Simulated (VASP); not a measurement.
MoS2, 3 atoms in the cell. The cell holds a slab with vacuum, 3 atoms: a = 3.226 Å, b = 3.226 Å, c = 17.563 Å, α = 90.00°, β = 90.00°, γ = 120.00°.  This cell differs from its parent crystal: volume scaled by 1.04.

- Program: VASP 6.6.1
- Task: single point
- Functional: PBE
- Potentials or basis: VASP PAW PBE potentials, release 64 (Mo_sv, S)
- Cutoff: 520 eV
- k mesh: 10 × 10 × 2
- Occupations: fermi-dirac, width 0.05 eV
- Spin: no spin polarisation
- Dipole correction: no
- Further INCAR settings: ALGO = Normal; EDIFF = 1e-06; NBANDS = 20

Potentials or basis: VASP PAW PBE potentials, release 64 (Mo_sv, S).

Run with:

```bash
$ cat potpaw_PBE.64/Mo_sv/POTCAR potpaw_PBE.64/S/POTCAR > POTCAR
$ mpirun -np 1 vasp_std > vasp.out
```

Hardware: 1 thread of Intel(R) Xeon(R) 6975P-C (Granite Rapids), with other jobs on the host.

**Question.** Estimate the wall time of this run.

**Answer.** It took 52 s on 1 thread of Intel(R) Xeon(R) 6975P-C (Granite Rapids), on a shared host, peak memory 0.29 GiB. Counts: scf iterations 22, k points 28.
